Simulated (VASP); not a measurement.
# BeAl15N16 (a cell with a defect): single point with PBE

BeAl15N16 (a cell with a defect):

```
Al Be N
1.0
     6.25951    0.00000    0.00000
    -3.12976    5.42090    0.00000
     0.00000    0.00000   10.03481
Al Be N
15 1 16
Direct
  0.33369 0.16535 0.25177
  0.33683 0.16375 0.74760
  0.16792 0.33307 0.99866
  0.33167 0.66294 0.25183
  0.16446 0.83321 0.49810
  0.33601 0.67180 0.74624
  0.16728 0.83388 0.00014
  0.83780 0.16660 0.24965
  0.66563 0.33498 0.49897
  0.82947 0.16499 0.74795
  0.66693 0.33274 0.99969
  0.83507 0.66497 0.25035
  0.66398 0.82989 0.49730
  0.83435 0.66569 0.74920
  0.66812 0.83413 0.99932
  0.17284 0.33407 0.46900
  0.32705 0.17392 0.44274
  0.17008 0.33113 0.18933
  0.33348 0.16741 0.93953
  0.16871 0.33241 0.70333
  0.32416 0.65533 0.44381
  0.17002 0.83141 0.19082
  0.33479 0.66951 0.93932
  0.16802 0.83217 0.68962
  0.84235 0.17352 0.44416
  0.66960 0.33028 0.19158
  0.83301 0.16830 0.93983
  0.66916 0.33287 0.68955
  0.83148 0.66793 0.43971
  0.66822 0.83070 0.19218
  0.83313 0.66838 0.94084
  0.67006 0.83266 0.69052
```

```
Program             : VASP 6.6.1
Task                : single point
Functional          : PBE
Potentials or basis : VASP PAW PBE potentials, release 64 (Al, Be, N)
Cutoff              : 520 eV
k mesh              : 1 × 1 × 1, shifted
Occupations         : gaussian, width 0.01 eV
Spin                : collinear spin
Fixed moment        : 2 μB
```

- Largest force: 0.401 eV/Å
- Net moment: 2.00 μB per cell
- Site moments: Al +0.00, -0.00, +0.01 (each value once); Be +0.00; N +0.09, +0.03, +0.07, +0.42, +0.10, +0.04, +0.14, +0.06, +0.05 (each value once) μB
- Valence electrons inside the program's atomic spheres: Al 0.79, 0.80 (each value once); Be 1.02; N 3.79, 3.83, 3.82, 3.72, 3.78, 3.81, 3.84, 3.75 (each value once)

Forces on the atoms (eV/Å):
```
Al   0.110  0.018 -0.091
Al   0.130 -0.075 -0.028
Al  -0.115  0.194  0.020
Al   0.226 -0.053 -0.074
Al  -0.133  0.039  0.022
Al   0.226 -0.036  0.119
Al  -0.015 -0.018 -0.078
Al   0.091 -0.080  0.199
Al   0.060  0.078 -0.149
Al   0.162 -0.132 -0.074
Al  -0.087  0.159  0.033
Al   0.059 -0.029  0.011
Al  -0.013  0.282  0.091
Al   0.094  0.031  0.014
Al  -0.147  0.024  0.075
Be  -0.400 -0.005 -0.026
N    0.157 -0.144  0.133
N   -0.180  0.082 -0.028
N    0.175 -0.099 -0.028
N   -0.128  0.071 -0.004
N    0.254 -0.031 -0.027
N   -0.209  0.089  0.088
N    0.048 -0.137 -0.017
N   -0.214  0.104 -0.005
N    0.214 -0.183 -0.079
N   -0.232  0.059 -0.024
N    0.143 -0.127 -0.007
N   -0.212  0.078  0.120
N    0.178 -0.146  0.014
N   -0.197  0.111 -0.073
N    0.192 -0.168 -0.026
N   -0.236  0.046 -0.098
```

Wall time 8.9 min on 1 thread of Intel(R) Xeon(R) Platinum 8559C (Emerald Rapids), on a shared host, peak memory 0.72 GiB.

Caveat: the k points lie up to 0.58 Å⁻¹ apart; the cell carries a net charge on a neutralising background, which shifts energy and pressure; the total moment is fixed, so each spin has its own Fermi level and the state may be an excited one.
